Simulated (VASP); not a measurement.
KRb2RhF6:

```
CELL_PARAMETERS angstrom
0.00000 4.36131 4.36131
4.36131 0.00000 4.36131
4.36131 4.36131 0.00000
ATOMIC_POSITIONS crystal
K 0.50000 0.50000 0.50000
Rb 0.25000 0.25000 0.25000
Rb 0.75000 0.75000 0.75000
Rh 0.00000 0.00000 0.00000
F 0.77761 0.22239 0.22239
F 0.22239 0.77761 0.22239
F 0.22239 0.77761 0.77761
F 0.77761 0.22239 0.77761
F 0.22239 0.22239 0.77761
F 0.77761 0.77761 0.22239
```

| Item | Value |
| --- | --- |
| Program | VASP 6.6.1 |
| Task | relaxation of the atoms |
| Functional | r2SCAN |
| Potentials or basis | VASP PAW PBE potentials, release 64 (K_sv, Rb_sv, Rh_pv, F) |
| Cutoff | 580 eV |
| k mesh | 6 × 6 × 6 |
| Occupations | fermi-dirac, width 0.02 eV |
| Spin | no spin polarisation |

At the start: pressure 4.7 GPa; volume 16.59 Å³/atom.

Where does the relaxation end?

Over 3 steps the energy falls by 5.5 meV/atom; space group Fm-3m (No. 225, to 0.1 Å) before and after.

The path:
| step | energy change (eV) | largest force (eV/Å) | pressure (GPa) |
| --- | --- | --- | --- |
| 1 | 0.0000 | 0.6977 | 4.73 |
| 2 | -0.0516 | 0.1689 | 2.82 |
| 3 | -0.0551 | 0.0005 | 3.18 |

Final structure:
```xyz
10
Lattice="0.0000 4.3613 4.3613 4.3613 0.0000 4.3613 4.3613 4.3613 0.0000" Properties=species:S:1:pos:R:3 pbc="T T T"
K     4.3613    4.3613    4.3613
Rb    2.1807    2.1807    2.1807
Rb    6.5420    6.5420    6.5420
Rh    0.0000    0.0000    0.0000
F     1.9666    4.3613    4.3613
F     4.3613    1.9666    4.3613
F     6.7560    4.3613    4.3613
F     4.3613    6.7560    4.3613
F     4.3613    4.3613    1.9666
F     4.3613    4.3613    6.7560
```

Caveat: the PAW data sets were made with another functional, which shifts forces and pressure a little.
